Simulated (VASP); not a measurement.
Input of a VASP 6.6.1 run:

File INCAR:

```
SYSTEM = HfC
PREC     = Accurate       ! precision mode
ENCUT    = 520            ! plane-wave cutoff, eV
EDIFF    = 1E-6           ! SCF threshold, eV
ISMEAR   = 0              ! smearing method
SIGMA    = 0.15           ! smearing width, eV
LREAL    = .FALSE.        ! projectors in reciprocal space
LASPH    = .TRUE.         ! aspherical terms in the spheres
NELM     = 80             ! most SCF steps
ALGO     = Normal         ! electronic algorithm
ISIF     = 2              ! what is computed and relaxed
LWAVE    = .FALSE.        ! write WAVECAR
LCHARG   = .FALSE.        ! write CHGCAR
GGA      = PS             ! functional
NBANDS   = 14             ! bands
```

KPOINTS

```
regular mesh
0
G
  20 20 20
  0 0 0
```

The input POSCAR:

```
HfC
1.0
    0.0000000000      2.1879087671      2.6254905206
    2.1879087671      0.0000000000      2.6254905206
    2.1879087671      2.1879087671      0.0000000000
Hf C
1 1
Direct
    0.5000000000      0.5000000000      0.5000000000
    0.0000000000      0.0000000000      0.0000000000
```

Potentials or basis: VASP PAW PBE potentials, release 64 (Hf_pv, C).

Launch:

```console
$ cat potpaw_PBE.64/Hf_pv/POTCAR potpaw_PBE.64/C/POTCAR > POTCAR
$ mpirun -np 1 vasp_std > vasp.out
```

Task: Predict the pressure.

Result: 8.0 GPa.

Task: What does it give for the band gap on the k mesh?

Result: Zero (band 7 reaches 7.02 eV, above the bottom of band 8 at 5.24 eV).

Stress tensor (GPa, compression positive):
```
 28.33   0.00   0.00
  0.00  28.33   0.00
  0.00   0.00 -32.62
```

Caveat: the PAW data sets were made with another functional, which shifts forces and pressure a little; spin-orbit coupling is left out, which moves the levels of the heavy elements.
